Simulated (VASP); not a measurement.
# CoGe (zincblende type) (F-43m) in VASP: notebook

The runs below take CoGe (zincblende type) through single point, with LDA.

All numbers are computed with VASP 6.6.1; they aren't measurements. Logs are shortened: lines on timing, memory, paths and dates and some standing lists are left out, and cuts for length are marked.

## Step 1: The cell of the first run

The structure is cubic, space group F-43m (No. 216). The conventional cell has a = 4.446 Å, b = 4.446 Å, c = 4.446 Å, α = 90.00°, β = 90.00°, γ = 90.00°. Co (site symmetry -43m) has 4 Ge at 1.93 Å within 2.6 Å. Within 2.6 Å of Ge (site symmetry -43m) lie 4 Co at 1.93 Å.

## Step 2: Single point, LDA, collinear spin, ferromagnetic start (volume scaled by 0.65)

File INCAR:

```
PREC = Accurate
ENCUT = 520
EDIFF = 1E-7
ISMEAR = -1
SIGMA = 0.05
LREAL = False
LASPH = True
NELM = 150
ALGO = Normal
ISIF = 2
LWAVE = False
LCHARG = True
ISPIN = 2
MAGMOM = 1.7 0
LORBIT = 11
LMAXMIX = 4
GGA = CA
LELF = True
LVHAR = True
NBANDS = 22
```

File KPOINTS:

```
regular mesh
0
Gamma
  13 13 13
```

File POSCAR:

```
CoGe
1.0
    0.0000000000      2.2230807522      2.2230807522
    2.2230807522      0.0000000000      2.2230807522
    2.2230807522      2.2230807522      0.0000000000
Co Ge
1 1
Direct
    0.0000000000      0.0000000000      0.0000000000
    0.2500000000      0.2500000000      0.2500000000
```

Potentials or basis: VASP PAW LDA potentials, release 64 (Co, Ge_d).

The run is started by

```console
$ cat potpaw_LDA.64/Co/POTCAR potpaw_LDA.64/Ge_d/POTCAR > POTCAR
$ mpirun -np 1 vasp_std > vasp.out
```

OUTCAR:

```text
PREC = Accurate
   ENCUT = 520
   EDIFF = 1E-7
   ISMEAR = -1
   LREAL = False
   LASPH = True
   NELM = 150
   ISIF = 2
   ISPIN = 2
   LORBIT = 11
   GGA = CA

 ion  position               nearest neighbor table
   1  0.000  0.000  0.000-   2 1.93   2 1.93   2 1.93   2 1.93
   2  0.250  0.250  0.250-   1 1.93   1 1.93   1 1.93   1 1.93

  LATTYP: Found a face centered cubic cell.
 ALAT       =     4.4461615044

  Lattice vectors:

 A1 = (   0.0000000000,   2.2230807522,   2.2230807522)
 A2 = (   2.2230807522,   0.0000000000,   2.2230807522)
 A3 = (   2.2230807522,   2.2230807522,   0.0000000000)

Analysis of symmetry for initial positions (statically):
=====================================================================
 Subroutine PRICEL returns:
 Original cell was already a primitive cell.

 Routine SETGRP: Setting up the symmetry group for a
 face centered cubic supercell.

 Subroutine GETGRP returns: Found 24 space group operations
 (whereof 24 operations were pure point group operations)
 out of a pool of 48 trial point group operations.

The static configuration has the point symmetry T_d .

Analysis of symmetry for dynamics (positions and initial velocities):
=====================================================================
 Subroutine PRICEL returns:
 Original cell was already a primitive cell.

 Routine SETGRP: Setting up the symmetry group for a
 face centered cubic supercell.

 Subroutine GETGRP returns: Found 24 space group operations
 (whereof 24 operations were pure point group operations)
 out of a pool of 48 trial point group operations.

The dynamic configuration has the point symmetry T_d .

Analysis of structural, dynamic, and magnetic symmetry:
=====================================================================
 Subroutine PRICEL returns:
 Original cell was already a primitive cell.

 Routine SETGRP: Setting up the symmetry group for a
 face centered cubic supercell.

 Subroutine GETGRP returns: Found 24 space group operations
 (whereof 24 operations were pure point group operations)
 out of a pool of 48 trial point group operations.

The overall configuration has the point symmetry T_d .

 Subroutine INISYM returns: Found 24 space group operations
 (whereof 24 operations are pure point group operations),
 and found     1 'primitive' translations

----------------------------------------------------------------------------------------

                                     Primitive cell

  volume of cell :      21.9733

  direct lattice vectors                    reciprocal lattice vectors
     0.000000000  2.223080752  2.223080752    -0.224913107  0.224913107  0.224913107
     2.223080752  0.000000000  2.223080752     0.224913107 -0.224913107  0.224913107
     2.223080752  2.223080752  0.000000000     0.224913107  0.224913107 -0.224913107

  length of vectors
     3.143910950  3.143910950  3.143910950     0.389560929  0.389560929  0.389560929

  position of ions in fractional coordinates (direct lattice)
     0.000000000  0.000000000  0.000000000
     0.250000000  0.250000000  0.250000000

  ion indices of the primitive-cell ions
   primitive index   ion index
                 1           1
                 2           2

----------------------------------------------------------------------------------------

 KPOINTS: regular mesh

Automatic generation of k-mesh.
 Grid dimensions read from file:
 generate k-points for:   13   13   13

 Generating k-lattice:

  Cartesian coordinates                     Fractional coordinates (reciprocal lattice)
    -0.017301008  0.017301008  0.017301008     0.076923077  0.000000000  0.000000000
     0.017301008 -0.017301008  0.017301008     0.000000000  0.076923077  0.000000000
     0.017301008  0.017301008 -0.017301008     0.000000000  0.000000000  0.076923077

  Length of vectors
     0.029966225  0.029966225  0.029966225

  Shift w.r.t. Gamma in fractional coordinates (k-lattice)
     0.000000000  0.000000000  0.000000000

 Subroutine IBZKPT returns following result:
 ===========================================

 Found     84 irreducible k-points:

 Following reciprocal coordinates:
            Coordinates               Weight
  0.000000  0.000000  0.000000      1.000000
  0.076923  0.000000  0.000000      8.000000
  0.153846  0.000000  0.000000      8.000000
  0.230769  0.000000  0.000000      8.000000
  0.307692  0.000000  0.000000      8.000000
  0.384615  0.000000  0.000000      8.000000
[... 16 lines left out ...]
  0.384615  0.153846  0.000000     24.000000
  0.461538  0.153846  0.000000     24.000000
 [... further k-points ...]
   k-points           NKPTS =     84   k-points in BZ     NKDIM =     84   number of bands    NBANDS=     22
   number of dos      NEDOS =    301   number of ions     NIONS =      2
   total plane-waves  NPLWV =  13824
   dimension x,y,z NGX =    24 NGY =   24 NGZ =   24
   dimension x,y,z NGXF=    48 NGYF=   48 NGZF=   48
   ions per type =               1   1
   NGX,Y,Z   is equivalent  to a cutoff of  12.69, 12.69, 12.69 a.u.
   NGXF,Y,Z  is equivalent  to a cutoff of  25.38, 25.38, 25.38 a.u.
 SYSTEM =  unknown system
   PREC   = accura    normal or accurate (medium, high low for compatibility)
   ISTART =      0    job   : 0-new  1-cont  2-samecut
   ICHARG =      2    charge: 1-file 2-atom 10-const
   ISPIN  =      2    spin polarized calculation?
   LNONCOLLINEAR =      F non collinear calculations
   LSORBIT =      F    spin-orbit coupling
   LASPH  =      T    aspherical Exc in radial PAW
   ENCUT  =  520.0 eV  38.22 Ry    6.18 a.u.   5.85  5.85  5.85*2*pi/ulx,y,z
   NELM   =    150;   NELMIN=  2; NELMDL= -5     # of ELM steps
   EDIFF  = 0.1E-06   stopping-criterion for ELM
   LREAL  =      F    real-space projection
   EDIFFG = 0.1E-05   stopping-criterion for IOM
   NSW    =      0    number of steps for IOM
   IBRION =     -1    ionic relax: 0-MD 1-quasi-New 2-CG
   NFREE  =      0    steps in history (QN), initial steepest desc. (CG)
   ISIF   =      2    stress and relaxation
   ISYM   =      2    0-nonsym 1-usesym 2-fastsym
   POTIM  = 0.5000    time-step for ionic-motion
   TEBEG  =    0.0;   TEEND  =   0.0 temperature during run
   PSTRESS=    0.0 pullay stress
   NELECT =      23.0000    total number of electrons
   NUPDOWN=      -1.0000    fix difference up-down
   EMIN   =  10.00;   EMAX   =-10.00  energy-range for DOS
   EFERMI =   0.00;   METHOD = LEGACY
   ISMEAR =    -1;   SIGMA  =   0.05  broadening in eV -4-tet -1-fermi 0-gaus
   EFERMI_NEDOS =   21; number of points for ismear=-14 and -15
   IALGO  =     38    algorithm
   IMIX   =      4    mixing-type and parameters
     AMIX     =   0.40;   BMIX     =  1.00
     AMIX_MAG =   1.60;   BMIX_MAG =  1.00
  volume/ion in A,a.u.               =      10.99        74.14
  Fermi-wavevector in a.u.,A,eV,Ry     =   1.662209  3.141119 37.592048  2.762938
  Thomas-Fermi vector in A             =   2.749139
   LORBIT       =     11    0 simple, 1 ext, 2 COOP (PROOUT), +10 PAW based schemes
   GGA     = CA    functional components
   LHFCALC =     F    Hartree Fock is set to
   AEXX    =    0.0000 exact exchange contribution
   IVDW    =     0    specifies the selected vdW correction
   LEPSILON=     F    determine dielectric tensor
   LRPA    =     F    only Hartree local field effects (RPA)
 spin polarized calculation
  energy-cutoff  :      520.00
  volume of cell :       21.97
 maximum number of plane-waves:       609
   NGX = 11   NGY = 11   NGZ = 11

 number of electron      23.0000000 magnetization       0.0000860

 number of electron      23.0000000 magnetization      -0.0000258

 Free energy of the ion-electron system (eV)
  ---------------------------------------------------
  ext. energy  EPLUGINS =         0.00000000
  ---------------------------------------------------
  free energy    TOTEN  =        -9.03068384 eV

  energy without entropy =       -9.02590390  energy(sigma->0) =       -9.02829387

 E-fermi :  11.3110     XC(G=0): -13.7918

 val. band max:       11.2770384816   @ k =   0.3846   0.0000   0.0000
 cond. band min:      11.3463771137   @ k =  -0.3077   0.4615   0.2308
 fundamental gap:      0.0693386321
 Fermi energy:        11.3109643477

 spin component 1

 k-point     1 :       0.0000    0.0000    0.0000
  band No.  band energies     occupation
      1     -13.3446      1.00000
      2     -13.3446      1.00000
      3     -13.3446      1.00000
      4     -13.2829      1.00000
      5     -13.2829      1.00000
      6      -2.5993      1.00000
[... 14 lines left out ...]
     21      29.4122      0.00000
     22      29.4122      0.00000

 k-point     2 :       0.0769    0.0000    0.0000
  band No.  band energies     occupation
      1     -13.3460      1.00000
      2     -13.3450      1.00000
      3     -13.3450      1.00000
      4     -13.2809      1.00000
      5     -13.2809      1.00000
      6      -2.4651      1.00000
[... 14 lines left out ...]
     21      28.6266      0.00000
     22      30.1559      0.00000

 k-point     3 :       0.1538    0.0000    0.0000
  band No.  band energies     occupation
      1     -13.3503      1.00000
      2     -13.3455      1.00000
      3     -13.3455      1.00000
      4     -13.2761      1.00000
      5     -13.2761      1.00000
      6      -2.0679      1.00000
[... 14 lines left out ...]
     21      28.9929      0.00000
     22      32.2074      0.00000
[... 476 lines left out ...]
 k-point    23 :       0.3846    0.1538    0.0000
  band No.  band energies     occupation
      1     -13.3786      1.00000
      2     -13.3432      1.00000
      3     -13.3298      1.00000
      4     -13.2739      1.00000
      5     -13.2541      1.00000
      6       0.1441      1.00000
[... 14 lines left out ...]
     21      34.4379      0.00000
     22      37.7233      0.00000

 k-point    24 :       0.4615    0.1538    0.0000
  band No.  band energies     occupation
      1     -13.3779      1.00000
      2     -13.3449      1.00000
      3     -13.3301      1.00000
      4     -13.2707      1.00000
      5     -13.2534      1.00000
      6       1.0239      1.00000
[... 14 lines left out ...]
     21      35.5753      0.00000
     22      36.5081      0.00000

 [... further k-points ...]

 spin component 2

 k-point     1 :       0.0000    0.0000    0.0000
  band No.  band energies     occupation
      1     -13.3446      1.00000
      2     -13.3446      1.00000
      3     -13.3446      1.00000
      4     -13.2829      1.00000
      5     -13.2829      1.00000
      6      -2.5993      1.00000
[... 14 lines left out ...]
     21      29.4122      0.00000
     22      29.4122      0.00000

 k-point     2 :       0.0769    0.0000    0.0000
  band No.  band energies     occupation
      1     -13.3460      1.00000
      2     -13.3450      1.00000
      3     -13.3450      1.00000
      4     -13.2809      1.00000
      5     -13.2809      1.00000
      6      -2.4651      1.00000
[... 14 lines left out ...]
     21      28.6266      0.00000
     22      30.1559      0.00000

 k-point     3 :       0.1538    0.0000    0.0000
  band No.  band energies     occupation
      1     -13.3503      1.00000
      2     -13.3455      1.00000
      3     -13.3455      1.00000
      4     -13.2761      1.00000
      5     -13.2761      1.00000
      6      -2.0679      1.00000
[... 14 lines left out ...]
     21      28.9929      0.00000
     22      32.2074      0.00000
[... 476 lines left out ...]
 k-point    23 :       0.3846    0.1538    0.0000
  band No.  band energies     occupation
      1     -13.3786      1.00000
      2     -13.3432      1.00000
      3     -13.3298      1.00000
      4     -13.2739      1.00000
      5     -13.2541      1.00000
      6       0.1441      1.00000
[... 14 lines left out ...]
     21      34.4379      0.00000
     22      37.7232      0.00000

 k-point    24 :       0.4615    0.1538    0.0000
  band No.  band energies     occupation
      1     -13.3779      1.00000
      2     -13.3449      1.00000
      3     -13.3301      1.00000
      4     -13.2707      1.00000
      5     -13.2534      1.00000
      6       1.0238      1.00000
[... 14 lines left out ...]
     21      35.5753      0.00000
     22      36.5081      0.00000

 [... further k-points ...]

------------------------ aborting loop because EDIFF is reached ----------------------------------------

  FORCE on cell =-STRESS in cart. coord.  units (eV):
  Direction    XX          YY          ZZ          XY          YZ          ZX
  --------------------------------------------------------------------------------------
  -------------------------------------------------------------------------------------
  Total       18.2673455     18.2673455     18.2673455     -0.0000000      0.0000000     -0.0000000
  in kB     1331.9573341   1331.9573341   1331.9573341     -0.0000000      0.0000000     -0.0000000
  external PRESSURE =    1331.9573341 kB  Pullay stress =       0.0000000 kB

 VOLUME and BASIS-vectors are now :
 -----------------------------------------------------------------------------
  energy-cutoff  :      520.00
  volume of cell :       21.97
      direct lattice vectors                 reciprocal lattice vectors
     0.000000000  2.223080752  2.223080752    -0.224913107  0.224913107  0.224913107
     2.223080752  0.000000000  2.223080752     0.224913107 -0.224913107  0.224913107
     2.223080752  2.223080752  0.000000000     0.224913107  0.224913107 -0.224913107

 POSITION                                       TOTAL-FORCE (eV/Angst)
 -----------------------------------------------------------------------------------
      0.00000      0.00000      0.00000         0.000000     -0.000000     -0.000000
      1.11154      1.11154      1.11154        -0.000000      0.000000      0.000000
 -----------------------------------------------------------------------------------
    total drift:                                0.000001      0.000001      0.000001

  FREE ENERGIE OF THE ION-ELECTRON SYSTEM (eV)
  ---------------------------------------------------
  free  energy   TOTEN  =        -9.0306838430 eV

  energy  without entropy=       -9.0259038955  energy(sigma->0) =       -9.02829387

 total charge

# of ion       s       p       d       tot
------------------------------------------
    1        0.713   0.705   8.138   9.556
    2        1.293   1.692  10.328  13.313
--------------------------------------------------
tot          2.006   2.397  18.466  22.869

 magnetization (x)

# of ion       s       p       d       tot
------------------------------------------
    1       -0.000  -0.000  -0.000  -0.000
    2       -0.000   0.000  -0.000  -0.000
--------------------------------------------------
tot         -0.000  -0.000  -0.000  -0.000
```

It took 57 s on 1 thread of Intel Xeon Platinum 8259CL at 2.50GHz (Skylake/Cascade Lake), shared host; peak memory 0.18 GiB.

Results:

- Free energy: -9.0307 eV
- Pressure: 133.2 GPa
- Net moment: 0.00 μB per cell
- Valence electrons inside the program's atomic spheres: Co 9.56; Ge 13.31

Levels at points of the mesh, in eV from the Fermi level:
Spin up:
```csv
k point,band 8,band 9,band 10,band 11,band 12,band 13,band 14,band 15
"(0.00, 0.00, 0.00)",-3.98,-3.98,-1.92,-1.92,9.95,9.95,9.95,11.39
```
Spin down:
| k point | band 8 | band 9 | band 10 | band 11 | band 12 | band 13 | band 14 | band 15 |
| --- | --- | --- | --- | --- | --- | --- | --- | --- |
| (0.00, 0.00, 0.00) | -3.98 | -3.98 | -1.92 | -1.92 | 9.95 | 9.95 | 9.95 | 11.39 |

Caveat: the starting moments collapsed, and a magnetic state may lie lower.

## Step 3: Single point, LDA, collinear spin, ferromagnetic start (volume scaled by 0.75)

File INCAR:

```
PREC     = Accurate       # precision mode
ENCUT    = 520            # plane-wave cutoff, eV
EDIFF    = 1E-6           # SCF threshold, eV
ISMEAR   = -1             # smearing method
SIGMA    = 0.05           # smearing width, eV
LREAL    = False          # projectors in reciprocal space
LASPH    = True           # aspherical terms in the spheres
NELM     = 150            # most SCF steps
ALGO     = Normal         # electronic algorithm
ISIF     = 2              # what is computed and relaxed
LWAVE    = False          # write WAVECAR
LCHARG   = True           # write CHGCAR
ISPIN    = 2              # spin polarisation
MAGMOM   = 1.7 0          # initial moments
LORBIT   = 11             # projections on sites
LMAXMIX  = 4              # l up to which the mixer works
LELF     = True           # ELF
LVHAR    = True         
NBANDS   = 22             # bands
```

KPOINTS is that of step 2.

File POSCAR:

```
CoGe
1.0
    0.0000000000      2.3316921330      2.3316921330
    2.3316921330      0.0000000000      2.3316921330
    2.3316921330      2.3316921330      0.0000000000
Co Ge
1 1
Direct
    0.0000000000      0.0000000000      0.0000000000
    0.2500000000      0.2500000000      0.2500000000
```

Potentials or basis: VASP PAW LDA potentials, release 64 (Co, Ge_d).

The run is started by

```console
$ cat potpaw_LDA.64/Co/POTCAR potpaw_LDA.64/Ge_d/POTCAR > POTCAR
$ mpirun -np 1 vasp_std > vasp.out
```

Wall time 1.9 min (1 thread of Intel Xeon Platinum 8259CL at 2.50GHz (Skylake/Cascade Lake), shared host); peak memory 0.2 GiB.

It converged, with:

- Free energy: -11.0506 eV
- Pressure: 65.2 GPa
- Net moment: 0.00 μB per cell
- Valence electrons inside the program's atomic spheres: Co 9.11; Ge 13.01

Levels at points of the mesh, in eV from the Fermi level:
Spin up:
```tsv
k point	band 9	band 10	band 11	band 12	band 13	band 14
(0.00, 0.00, 0.00)	-3.31	-1.50	-1.50	8.69	8.69	8.69
```
Spin down:
```
           k point  band 8  band 9  band 10  band 11  band 12  band 13  band 14  band 15
(0.00, 0.00, 0.00)   -3.31   -3.31    -1.50    -1.50     8.69     8.69     8.69    10.44
```

Caveat: the starting moments collapsed, and a magnetic state may lie lower.

## Step 4: Single point, LDA, collinear spin, ferromagnetic start (volume scaled by 0.85)

File INCAR:

```
PREC = Accurate ; ENCUT = 520
EDIFF = 1E-7 ; ISMEAR = -1
SIGMA = 0.05 ; LREAL = False
LASPH = True ; NELM = 150
ALGO = Normal ; ISIF = 2
LWAVE = False ; LCHARG = False
ISPIN = 2 ; MAGMOM = 1.7 0
LORBIT = 11 ; LMAXMIX = 4
GGA = CA ; NBANDS = 22
```

File KPOINTS:

```
Automatic mesh
0
Gamma
  13 13 13
```

File POSCAR:

```
CoGe
1.0
    0.0000000000      2.4310306153      2.4310306153
    2.4310306153      0.0000000000      2.4310306153
    2.4310306153      2.4310306153      0.0000000000
Co Ge
1 1
Direct
    0.0000000000      0.0000000000      0.0000000000
    0.2500000000      0.2500000000      0.2500000000
```

The run is started by

```console
$ cat potpaw_LDA.64/Co/POTCAR potpaw_LDA.64/Ge_d/POTCAR > POTCAR
$ mpirun -np 1 vasp_std > vasp.out
```

Wall time 2 min (1 thread of Intel Xeon Platinum 8259CL at 2.50GHz (Skylake/Cascade Lake), shared host); peak memory 0.21 GiB.

Results (log left out):

```yaml
Free_energy: -11.9965 eV
Pressure: 28.0 GPa
Net_moment: 0.00 μB per cell
Valence_electrons_inside_the_program's_atomic_spheres: Co 8.80; Ge 12.78
```

Levels at points of the mesh, in eV from the Fermi level:
Spin up:
```tsv
k point	band 7	band 8	band 9	band 10	band 11	band 12	band 13	band 14	band 15	band 16
(0.00, 0.00, 0.00)	-2.83	-2.83	-2.83	-1.21	-1.21	7.64	7.64	7.64	9.39	9.72
```
Spin down:
| k point | band 9 | band 10 | band 11 | band 12 | band 13 | band 14 |
| --- | --- | --- | --- | --- | --- | --- |
| (0.00, 0.00, 0.00) | -2.83 | -1.21 | -1.21 | 7.64 | 7.64 | 7.64 |

Caveat: the starting moments collapsed, and a magnetic state may lie lower.
